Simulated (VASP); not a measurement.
# HfN (I4/mmm) in VASP: further runs

The runs below take HfN through single point, with PBE.

All numbers are computed with VASP 6.6.1; they aren't measurements. Logs are shortened: lines on timing, memory, paths and dates and some standing lists are left out, and cuts for length are marked.

**1. The cell of the first run**

The structure is tetragonal, space group I4/mmm (No. 139). Conventional cell: a = 2.939 Å, b = 2.939 Å, c = 4.879 Å, α = 90.00°, β = 90.00°, γ = 90.00°. Within 2.8 Å of Hf (site symmetry 4/mmm) lie 6 N at 2.08 to 2.44 Å. Within 2.8 Å of N (site symmetry 4/mmm) lie 6 Hf at 2.08 to 2.44 Å.

**2. Single point, PBE (strain -0.080 along x and y, +0.080 along z)**

INCAR

```
PREC = Accurate
ENCUT = 520
EDIFF = 1E-7
ISMEAR = 0
SIGMA = 0.15
LREAL = False
LASPH = True
NELM = 60
ALGO = Normal
ISIF = 2
LWAVE = False
LCHARG = False
GGA = PE
NBANDS = 14
```

KPOINTS

```
Automatic mesh
0
Gamma
  18 18 18
```

POSCAR

```
HfN
1.0
    0.0000000000      2.0782800000      2.4397200000
    2.0782800000      0.0000000000      2.4397200000
    2.0782800000      2.0782800000      0.0000000000
Hf N
1 1
Direct
    0.0000000000      0.0000000000      0.0000000000
    0.5000000000      0.5000000000      0.5000000000
```

Potentials or basis: VASP PAW PBE potentials, release 64 (Hf_pv, N).

Run with:

```bash
> cat potpaw_PBE.64/Hf_pv/POTCAR potpaw_PBE.64/N/POTCAR > POTCAR
> mpirun -np 1 vasp_std > vasp.out
```

OUTCAR:

```text
PREC = Accurate
   ENCUT = 520
   EDIFF = 1E-7
   ISMEAR = 0
   LREAL = False
   LASPH = True
   NELM = 60
   ISIF = 2
   GGA = PE

 ion  position               nearest neighbor table
   1  0.000  0.000  0.000-   2 2.08   2 2.08   2 2.08   2 2.08   2 2.44   2 2.44
   2  0.500  0.500  0.500-   1 2.08   1 2.08   1 2.08   1 2.08   1 2.44   1 2.44

  LATTYP: Found a body centered tetragonal cell.
 ALAT       =     2.9391317624
 C/A-ratio  =     1.6601637471

  Lattice vectors:

 A1 = (  -2.0782800000,   0.0000000000,   2.4397200000)
 A2 = (   2.0782800000,   0.0000000000,   2.4397200000)
 A3 = (   0.0000000000,   2.0782800000,  -2.4397200000)

Analysis of symmetry for initial positions (statically):
=====================================================================
 Subroutine PRICEL returns:
 Original cell was already a primitive cell.

 Routine SETGRP: Setting up the symmetry group for a
 body centered tetragonal supercell.

 Subroutine GETGRP returns: Found 16 space group operations
 (whereof 16 operations were pure point group operations)
 out of a pool of 16 trial point group operations.

The static configuration has the point symmetry D_4h.

Analysis of symmetry for dynamics (positions and initial velocities):
=====================================================================
 Subroutine PRICEL returns:
 Original cell was already a primitive cell.

 Routine SETGRP: Setting up the symmetry group for a
 body centered tetragonal supercell.

 Subroutine GETGRP returns: Found 16 space group operations
 (whereof 16 operations were pure point group operations)
 out of a pool of 16 trial point group operations.

The dynamic configuration has the point symmetry D_4h.

 Subroutine INISYM returns: Found 16 space group operations
 (whereof 16 operations are pure point group operations),
 and found     1 'primitive' translations

----------------------------------------------------------------------------------------

                                     Primitive cell

  volume of cell :      21.0755

  direct lattice vectors                    reciprocal lattice vectors
     0.000000000  2.078280000  2.439720000    -0.240583559  0.240583559  0.204941551
     2.078280000  0.000000000  2.439720000     0.240583559 -0.240583559  0.204941551
     2.078280000  2.078280000  0.000000000     0.240583559  0.240583559 -0.204941551

  length of vectors
     3.204915200  3.204915200  2.939131762     0.397192570  0.397192570  0.397192570

  position of ions in fractional coordinates (direct lattice)
     0.000000000  0.000000000  0.000000000
     0.500000000  0.500000000  0.500000000

  ion indices of the primitive-cell ions
   primitive index   ion index
                 1           1
                 2           2

----------------------------------------------------------------------------------------

 KPOINTS: Automatic mesh

Automatic generation of k-mesh.
 Grid dimensions read from file:
 generate k-points for:   18   18   18

 Generating k-lattice:

  Cartesian coordinates                     Fractional coordinates (reciprocal lattice)
    -0.013365753  0.013365753  0.011385642     0.055555556  0.000000000  0.000000000
     0.013365753 -0.013365753  0.011385642     0.000000000  0.055555556  0.000000000
     0.013365753  0.013365753 -0.011385642     0.000000000  0.000000000  0.055555556

  Length of vectors
     0.022066254  0.022066254  0.022066254

  Shift w.r.t. Gamma in fractional coordinates (k-lattice)
     0.000000000  0.000000000  0.000000000

 Subroutine IBZKPT returns following result:
 ===========================================

 Found    480 irreducible k-points:

 Following reciprocal coordinates:
            Coordinates               Weight
  0.000000  0.000000  0.000000      1.000000
  0.055556  0.000000  0.000000      8.000000
  0.111111  0.000000  0.000000      8.000000
  0.166667  0.000000  0.000000      8.000000
  0.222222  0.000000  0.000000      8.000000
  0.277778  0.000000  0.000000      8.000000
[... 16 lines left out ...]
 -0.277778  0.055556  0.000000      8.000000
 -0.222222  0.055556  0.000000      8.000000
 [... further k-points ...]
   k-points           NKPTS =    480   k-points in BZ     NKDIM =    480   number of bands    NBANDS=     14
   number of dos      NEDOS =    301   number of ions     NIONS =      2
   total plane-waves  NPLWV =  13824
   dimension x,y,z NGX =    24 NGY =   24 NGZ =   24
   dimension x,y,z NGXF=    48 NGYF=   48 NGZF=   48
   ions per type =               1   1
   NGX,Y,Z   is equivalent  to a cutoff of  12.45, 12.45, 13.58 a.u.
   NGXF,Y,Z  is equivalent  to a cutoff of  24.90, 24.90, 27.15 a.u.
 SYSTEM =  unknown system
   PREC   = accura    normal or accurate (medium, high low for compatibility)
   ISTART =      0    job   : 0-new  1-cont  2-samecut
   ICHARG =      2    charge: 1-file 2-atom 10-const
   ISPIN  =      1    spin polarized calculation?
   LNONCOLLINEAR =      F non collinear calculations
   LSORBIT =      F    spin-orbit coupling
   LASPH  =      T    aspherical Exc in radial PAW
   ENCUT  =  520.0 eV  38.22 Ry    6.18 a.u.   5.96  5.96  5.46*2*pi/ulx,y,z
   NELM   =     60;   NELMIN=  2; NELMDL= -5     # of ELM steps
   EDIFF  = 0.1E-06   stopping-criterion for ELM
   LREAL  =      F    real-space projection
   EDIFFG = 0.1E-05   stopping-criterion for IOM
   NSW    =      0    number of steps for IOM
   IBRION =     -1    ionic relax: 0-MD 1-quasi-New 2-CG
   NFREE  =      0    steps in history (QN), initial steepest desc. (CG)
   ISIF   =      2    stress and relaxation
   ISYM   =      2    0-nonsym 1-usesym 2-fastsym
   POTIM  = 0.5000    time-step for ionic-motion
   TEBEG  =    0.0;   TEEND  =   0.0 temperature during run
   PSTRESS=    0.0 pullay stress
   NELECT =      15.0000    total number of electrons
   NUPDOWN=      -1.0000    fix difference up-down
   EMIN   =  10.00;   EMAX   =-10.00  energy-range for DOS
   EFERMI =   0.00;   METHOD = LEGACY
   ISMEAR =     0;   SIGMA  =   0.15  broadening in eV -4-tet -1-fermi 0-gaus
   EFERMI_NEDOS =   21; number of points for ismear=-14 and -15
   IALGO  =     38    algorithm
   IMIX   =      4    mixing-type and parameters
     AMIX     =   0.40;   BMIX     =  1.00
     AMIX_MAG =   1.60;   BMIX_MAG =  1.00
  volume/ion in A,a.u.               =      10.54        71.11
  Fermi-wavevector in a.u.,A,eV,Ry     =   1.461658  2.762134 29.068102  2.136445
  Thomas-Fermi vector in A             =   2.577964
   LORBIT       =      0    0 simple, 1 ext, 2 COOP (PROOUT), +10 PAW based schemes
   GGA     = PE    functional components
   LHFCALC =     F    Hartree Fock is set to
   AEXX    =    0.0000 exact exchange contribution
   IVDW    =     0    specifies the selected vdW correction
   LEPSILON=     F    determine dielectric tensor
   LRPA    =     F    only Hartree local field effects (RPA)
 non-spin polarized calculation
 Gauss-broadening in eV      SIGMA  =   0.15
  energy-cutoff  :      520.00
  volume of cell :       21.08
 maximum number of plane-waves:       584
   NGX = 11   NGY = 11   NGZ = 11

 number of electron      15.0000002 magnetization

 Free energy of the ion-electron system (eV)
  ---------------------------------------------------
  ext. energy  EPLUGINS =         0.00000000
  ---------------------------------------------------
  free energy    TOTEN  =       -20.80257492 eV

  energy without entropy =      -20.79579920  energy(sigma->0) =      -20.79918706

 E-fermi :   9.2067     XC(G=0): -13.1616

 val. band max:        9.2023029547   @ k =   0.3333   0.1111   0.0000
 cond. band min:       9.2073504244   @ k =  -0.1667   0.1111   0.0000
 fundamental gap:      0.0050474697
 Fermi energy:         9.2067085935

 k-point     1 :       0.0000    0.0000    0.0000
  band No.  band energies     occupation
      1     -21.6369      2.00000
      2     -21.4394      2.00000
      3     -21.4394      2.00000
      4      -8.9105      2.00000
      5       5.5500      2.00000
      6       6.4186      2.00000
      7       6.4186      2.00000
      8       7.5751      2.00000
      9       8.0854      2.00000
     10       9.6817      0.00001
     11       9.6817      0.00001
     12      12.7095      0.00000
     13      14.5218      0.00000
     14      19.2828      0.00000

 k-point     2 :       0.0556    0.0000    0.0000
  band No.  band energies     occupation
      1     -21.6503      2.00000
      2     -21.4843      2.00000
      3     -21.4379      2.00000
      4      -8.8151      2.00000
      5       5.2620      2.00000
      6       6.0459      2.00000
      7       6.1892      2.00000
      8       7.8573      2.00000
      9       8.3591      2.00000
     10       9.7525      0.00000
     11       9.7653      0.00000
     12      13.0297      0.00000
     13      14.7290      0.00000
     14      19.5633      0.00000

 k-point     3 :       0.1111    0.0000    0.0000
  band No.  band energies     occupation
      1     -21.7149      2.00000
      2     -21.5845      2.00000
      3     -21.4335      2.00000
      4      -8.5402      2.00000
      5       4.6080      2.00000
      6       5.3210      2.00000
      7       5.6241      2.00000
      8       8.3931      2.00000
      9       8.9114      1.99464
     10      10.0026      0.00000
     11      10.0200      0.00000
     12      13.8734      0.00000
     13      15.2910      0.00000
     14      20.3494      0.00000

 k-point     4 :       0.1667    0.0000    0.0000
  band No.  band energies     occupation
      1     -21.8931      2.00000
      2     -21.6499      2.00000
      3     -21.4268      2.00000
      4      -8.1163      2.00000
      5       3.7935      2.00000
      6       4.5503      2.00000
      7       4.9274      2.00000
      8       9.0196      1.92234
      9       9.4458      0.02416
     10      10.3749      0.00000
     11      10.6005      0.00000
     12      15.0335      0.00000
     13      16.0669      0.00000
     14      21.4765      0.00000

 k-point     5 :       0.2222    0.0000    0.0000
  band No.  band energies     occupation
      1     -22.1346      2.00000
      2     -21.6945      2.00000
      3     -21.4185      2.00000
      4      -7.5853      2.00000
      5       2.8988      2.00000
      6       3.8556      2.00000
      7       4.2330      2.00000
      8       9.6160      0.00011
      9      10.0996      0.00000
     10      10.8642      0.00000
     11      11.4232      0.00000
[... 276 lines left out ...]
 k-point    22 :      -0.3333    0.0556    0.0000
  band No.  band energies     occupation
      1     -22.7290      2.00000
      2     -21.8030      2.00000
      3     -21.3812      2.00000
      4      -6.0148      2.00000
      5       0.7698      2.00000
      6       2.6449      2.00000
      7       2.7562      2.00000
      8      10.9597      0.00000
      9      12.1497      0.00000
     10      12.7312      0.00000
     11      13.3038      0.00000
     12      17.7705      0.00000
     13      20.1397      0.00000
     14      21.9986      0.00000

 k-point    23 :      -0.2778    0.0556    0.0000
  band No.  band energies     occupation
      1     -22.5375      2.00000
      2     -21.7687      2.00000
      3     -21.3845      2.00000
      4      -6.5691      2.00000
      5       1.5600      2.00000
      6       3.0385      2.00000
      7       3.1408      2.00000
      8      10.2376      0.00000
      9      11.5309      0.00000
     10      11.8518      0.00000
     11      12.2858      0.00000
     12      17.9755      0.00000
     13      18.9656      0.00000
     14      22.0059      0.00000

 k-point    24 :      -0.2222    0.0556    0.0000
  band No.  band energies     occupation
      1     -22.3037      2.00000
      2     -21.7312      2.00000
      3     -21.3918      2.00000
      4      -7.1612      2.00000
      5       2.4740      2.00000
      6       3.5399      2.00000
      7       3.6575      2.00000
      8       9.6408      0.00004
      9      10.9163      0.00000
     10      10.9479      0.00000
     11      11.3013      0.00000
     12      17.5874      0.00000
     13      17.6450      0.00000
     14      22.0136      0.00000

 [... further k-points ...]

------------------------ aborting loop because EDIFF is reached ----------------------------------------

  FORCE on cell =-STRESS in cart. coord.  units (eV):
  Direction    XX          YY          ZZ          XY          YZ          ZX
  --------------------------------------------------------------------------------------
  -------------------------------------------------------------------------------------
  Total       11.2850934     11.2850934     -1.1392045      0.0000000      0.0000000     -0.0000000
  in kB      857.9019262    857.9019262    -86.6032488      0.0000000      0.0000000     -0.0000000
  external PRESSURE =     543.0668679 kB  Pullay stress =       0.0000000 kB

 VOLUME and BASIS-vectors are now :
 -----------------------------------------------------------------------------
  energy-cutoff  :      520.00
  volume of cell :       21.08
      direct lattice vectors                 reciprocal lattice vectors
     0.000000000  2.078280000  2.439720000    -0.240583559  0.240583559  0.204941551
     2.078280000  0.000000000  2.439720000     0.240583559 -0.240583559  0.204941551
     2.078280000  2.078280000  0.000000000     0.240583559  0.240583559 -0.204941551

 POSITION                                       TOTAL-FORCE (eV/Angst)
 -----------------------------------------------------------------------------------
      0.00000      0.00000      0.00000        -0.000000      0.000000      0.000000
      2.07828      2.07828      2.43972         0.000000     -0.000000     -0.000000
 -----------------------------------------------------------------------------------
    total drift:                                0.000000     -0.000000     -0.000000

  FREE ENERGIE OF THE ION-ELECTRON SYSTEM (eV)
  ---------------------------------------------------
  free  energy   TOTEN  =       -20.8025749247 eV

  energy  without entropy=      -20.7957992030  energy(sigma->0) =      -20.79918706
```

Wall time 4.3 min (1 thread of Intel Xeon 8259CL, shared host); peak memory 0.27 GiB.

What came out:

| Quantity | Value |
| --- | --- |
| Free energy | -20.8026 eV |
| Pressure | 54.3 GPa |
| Band gap on the k mesh | zero (an odd number of electrons rules out a gap without spin polarisation) |

Caveat: the cell differs from its parent crystal (strain -0.080 along x and y, +0.080 along z); the stress differs along the axes, from -9 to 86 GPa; spin-orbit coupling is left out, which moves the levels of the heavy elements; an odd number of electrons without spin polarisation forces a metal; a magnetic or distorted state may lie lower.

**3. Single point, PBE (strain +0.000 along x and y, -0.080 along z)**

INCAR

```
SYSTEM = HfN
ALGO     = Normal         ! electronic algorithm
EDIFF    = 1E-6           ! SCF threshold, eV
ENCUT    = 520            ! plane-wave cutoff, eV
GGA      = PE             ! functional
ISIF     = 2              ! what is computed and relaxed
ISMEAR   = 0              ! smearing method
LASPH    = .True.         ! aspherical terms in the spheres
LCHARG   = .False.        ! write CHGCAR
LREAL    = .False.        ! projectors in reciprocal space
LWAVE    = .False.        ! write WAVECAR
NBANDS   = 14             ! bands
NELM     = 60             ! most SCF steps
PREC     = Accurate       ! precision mode
SIGMA    = 0.15           ! smearing width, eV
```

KPOINTS

```
k-points
0
Gamma
  18 18 18
  0 0 0
```

POSCAR

```
HfN
1.0
    0.0000000000      2.2590000000      2.0782800000
    2.2590000000      0.0000000000      2.0782800000
    2.2590000000      2.2590000000      0.0000000000
Hf N
1 1
Direct
    0.0000000000      0.0000000000      0.0000000000
    0.5000000000      0.5000000000      0.5000000000
```

Potentials or basis: VASP PAW PBE potentials, release 64 (Hf_pv, N).

Run with:

```bash
> cat potpaw_PBE.64/Hf_pv/POTCAR potpaw_PBE.64/N/POTCAR > POTCAR
> mpirun -np 1 vasp_std > vasp.out
```

Run time: 4.1 min. Hardware: 1 thread of Intel Xeon 8259CL, shared host; peak memory 0.27 GiB.

It converged, with:

- Free energy: -21.3256 eV
- Pressure: 37.2 GPa
- Band gap on the k mesh: zero (an odd number of electrons rules out a gap without spin polarisation)

Stress tensor (GPa, compression positive):
```
13.76  0.00  0.00
 0.00 13.76  0.00
 0.00  0.00 84.10
```

Levels at points of the mesh, in eV from the Fermi level:
```
           k point  band 6  band 7  band 8  band 9  band 10  band 11
(0.00, 0.00, 0.00)   -3.34   -2.71   -0.71   -0.71     0.28     0.99
(0.50, 0.00, 0.00)   -6.76   -6.70    3.43    4.18     4.58     4.78
(0.50, 0.50, 0.00)   -4.41   -4.04   -4.04    4.62     6.11     6.11
(0.50, 0.00, 0.50)   -4.10   -3.89   -3.22    3.91     5.54     6.67
```

Caveat: the cell differs from its parent crystal (strain +0.000 along x and y, -0.080 along z); the stress differs along the axes, from 14 to 84 GPa; spin-orbit coupling is left out, which moves the levels of the heavy elements; an odd number of electrons without spin polarisation forces a metal; a magnetic or distorted state may lie lower.

**4. Single point, PBE (strain +0.000 along x and y, -0.040 along z)**

INCAR

```
PREC     = Accurate       # precision mode
ENCUT    = 520            # plane-wave cutoff, eV
EDIFF    = 1E-6           # SCF threshold, eV
ISMEAR   = 0              # smearing method
SIGMA    = 0.15           # smearing width, eV
LREAL    = False          # projectors in reciprocal space
LASPH    = True           # aspherical terms in the spheres
NELM     = 80             # most SCF steps
ALGO     = Normal         # electronic algorithm
ISIF     = 2              # what is computed and relaxed
LWAVE    = False          # write WAVECAR
LCHARG   = False          # write CHGCAR
GGA      = PE             # functional
NBANDS   = 14             # bands
```

KPOINTS

```
Automatic mesh
0
Gamma
  18 18 18
```

POSCAR

```
HfN
1.0
    0.0000000000      2.2590000000      2.1686400000
    2.2590000000      0.0000000000      2.1686400000
    2.2590000000      2.2590000000      0.0000000000
Hf N
1 1
Direct
    0.0000000000      0.0000000000      0.0000000000
    0.5000000000      0.5000000000      0.5000000000
```

Run with:

```bash
> cat potpaw_PBE.64/Hf_pv/POTCAR potpaw_PBE.64/N/POTCAR > POTCAR
> mpirun -np 1 vasp_std > vasp.out
```

It took 4.2 min on 1 thread of Intel Xeon 8259CL, shared host; peak memory 0.27 GiB.

Results (log left out):

```
Free energy            : -21.6568 eV
Pressure               : 16.9 GPa
Band gap on the k mesh : zero (an odd number of electrons rules out a gap without spin polarisation)
```

Stress tensor (GPa, compression positive):
```
 8.17  0.00  0.00
 0.00  8.17  0.00
 0.00  0.00 34.30
```

Levels at points of the mesh, in eV from the Fermi level:
```
           k point  band 5  band 6  band 7  band 8  band 9  band 10  band 11  band 12
(0.00, 0.00, 0.00)   -3.16   -3.16   -2.91   -0.52   -0.52    -0.05     1.48     1.75
(0.50, 0.00, 0.00)   -9.13   -6.43   -6.40    3.42    3.85     4.10     4.63     8.83
(0.50, 0.50, 0.00)   -5.07   -4.08   -3.85   -3.85    4.35     5.84     5.84     6.07
(0.50, 0.00, 0.50)   -5.55   -3.95   -3.76   -3.51    4.13     5.54     6.12     6.29
```

Caveat: the cell differs from its parent crystal (strain +0.000 along x and y, -0.040 along z); the stress differs along the axes, from 8 to 34 GPa; spin-orbit coupling is left out, which moves the levels of the heavy elements; an odd number of electrons without spin polarisation forces a metal; a magnetic or distorted state may lie lower.

**5. Summary**

| cell | gap on the mesh (eV) | pressure (GPa) |
| --- | --- | --- |
| a = 3.205, b = 3.205, c = 2.939 Å, angles 62.7, 62.7, 54.6°, 2 atoms | none | 54.3 |
| a = 3.070, b = 3.070, c = 3.195 Å, angles 58.6, 58.6, 62.7°, 2 atoms | none | 37.2 |
| a = 3.131, b = 3.131, c = 3.195 Å, angles 59.3, 59.3, 61.3°, 2 atoms | none | 16.9 |

Alike in all rows: task single point; level PBE; potentials or basis VASP PAW PBE potentials, release 64 (Hf_pv, N); no spin polarisation; k mesh 18 × 18 × 18; cutoff (eV) 520; smearing gaussian 0.15 eV.

Caveats: spin-orbit coupling is left out, which moves the levels of the heavy elements; an odd number of electrons without spin polarisation forces a metal; a magnetic or distorted state may lie lower; the stress differs along the axes, from -9 to 86 GPa (at least some runs); the stress differs along the axes, from 14 to 84 GPa (at least some runs); the stress differs along the axes, from 8 to 34 GPa (at least some runs).

Absolute energies hang on the potentials; compare differences alone.

The gap in the log of VASP goes by the Fermi energy; the results here count the filled bands.